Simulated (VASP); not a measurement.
Crystal: SiC.

```xyz
12
Lattice="3.0766 0.0000 0.0000 -1.5383 2.6644 0.0000 0.0000 0.0000 15.0981" Properties=species:S:1:pos:R:3 pbc="T T T"
Si    0.0000    1.7763   12.5765
Si    1.5383    0.8881    5.0275
Si    1.5383    0.8881   10.0629
Si    0.0000    1.7763    2.5138
Si    0.0000    0.0000    7.5450
Si    0.0000    0.0000   15.0940
C     0.0000    0.0000   13.2013
C     0.0000    0.0000    5.6522
C     0.0000    1.7763   10.6894
C     1.5383    0.8881    3.1404
C     1.5383    0.8881    8.1759
C     0.0000    1.7763    0.6269
```

- Program: VASP 6.6.1
- Task: relaxation of cell and atoms
- Functional: PBE
- Potentials or basis: VASP PAW PBE potentials, release 64 (Si, C)
- Cutoff: 600 eV
- k mesh: 12 × 12 × 2
- Occupations: gaussian, width 0.02 eV
- Spin: no spin polarisation

At the start: pressure 3.7 GPa; volume 10.31 Å³/atom.

Question: Where does the relaxation end?

Answer: Over 6 steps the energy falls by 2.0 meV/atom and the volume is 10.49 Å³/atom (+1.7 %); space group P6_3mc (No. 186, to 0.1 Å) before and after.

Step by step:
```csv
step,energy change (eV),largest force (eV/Å),pressure (GPa),volume (Å³)
1,0.0000,0.0075,3.72,123.77
2,0.0013,0.0173,-3.59,128.10
3,-0.0241,0.0053,0.00,125.88
4,-0.0241,0.0050,0.07,125.84
5,-0.0241,0.0048,0.07,125.84
6,-0.0241,0.0007,0.07,125.84
```

Final structure:
```xyz
12
Lattice="3.0938 0.0000 0.0000 -1.5469 2.6793 0.0000 0.0000 0.0000 15.1809" Properties=species:S:1:pos:R:3 pbc="T T T"
Si    0.0000    1.7862   12.6456
Si    1.5469    0.8931    5.0551
Si    1.5469    0.8931   10.1181
Si    0.0000    1.7862    2.5276
Si    0.0000    0.0000    7.5863
Si    0.0000    0.0000   15.1768
C     0.0000    0.0000   13.2738
C     0.0000    0.0000    5.6833
C     0.0000    1.7862   10.7481
C     1.5469    0.8931    3.1576
C     1.5469    0.8931    8.2207
C     0.0000    1.7862    0.6302
```
